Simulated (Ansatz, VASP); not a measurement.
**Two plane-wave programs on BeS**

Contents of POSCAR:

```
BeS
1.0
    0.0000000000      2.4343062304      2.4343062304
    2.4343062304      0.0000000000      2.4343062304
    2.4343062304      2.4343062304      0.0000000000
Be S
1 1
Direct
    0.0000000000      0.0000000000      0.0000000000
    0.2500000000      0.2500000000      0.2500000000
```

File INCAR.step1:

```
PREC = Accurate ; ENCUT = 520
ISMEAR = 1 ; SIGMA = 0.001
LREAL = F ; LASPH = T
NELM = 80 ; NBANDS = 11
GGA = PE ; ALGO = Normal
EDIFF = 1E-4 ; LWAVE = T
LCHARG = F
```

The input INCAR.step2:

```
PREC = Accurate ; ENCUT = 520
EDIFF = 1E-7 ; ISMEAR = 1
SIGMA = 0.001 ; LREAL = F
LASPH = T ; NELM = 80
ALGO = Normal ; ISIF = 2
LWAVE = F ; LCHARG = F
METAGGA = R2SCAN ; LMIXTAU = T
NBANDS = 11 ; ISTART = 1
```

File KPOINTS:

```
Automatic mesh
0
Gamma
  6 6 6
```

Input for Ansatz:

```yaml
crystal:
  lattice:
    - [0.0, 2.4343062304, 2.4343062304]
    - [2.4343062304, 0.0, 2.4343062304]
    - [2.4343062304, 2.4343062304, 0.0]
  atoms:
    - { symbol: Be, position: [0.0, 0.0, 0.0] }
    - { symbol: S, position: [0.25, 0.25, 0.25] }
kpoints:
  mp_grid: { grid: [6, 6, 6] }
hamiltonian:
  xc: r2scan
scf:
  occupations: { method: cold, width: 0.001 }
  n_extra_bands: 4
output:
  forces: true
  stress: true
  eigenvalues: true
```

Alike in both runs: task single point; functional r2SCAN; k mesh 6 × 6 × 6; no spin polarisation.

|  | VASP | Ansatz |
| --- | --- | --- |
| version | VASP 6.6.1 | Ansatz 0.2.0 |
| potentials or method | VASP PAW PBE potentials, release 64 (Be, S) | plane waves |
| plane-wave cutoff (eV) | 520 | 500 |
| occupations | methfessel-paxton of order 1, width 0.001 eV | cold, width 0.001 eV |
| valence electrons in the cell | 8 | 8 |

Ansatz gave:

| Quantity | Value |
| --- | --- |
| gap on the k mesh at the Fermi level (eV) | 3.59 |
| pressure (GPa) | 0.0 |

Problem. Estimate VASP's values.

Solution. gap on the k mesh at the Fermi level (eV): 3.60; pressure (GPa): 0.3.

VASP's potentials were made for PBE, not for r2SCAN.
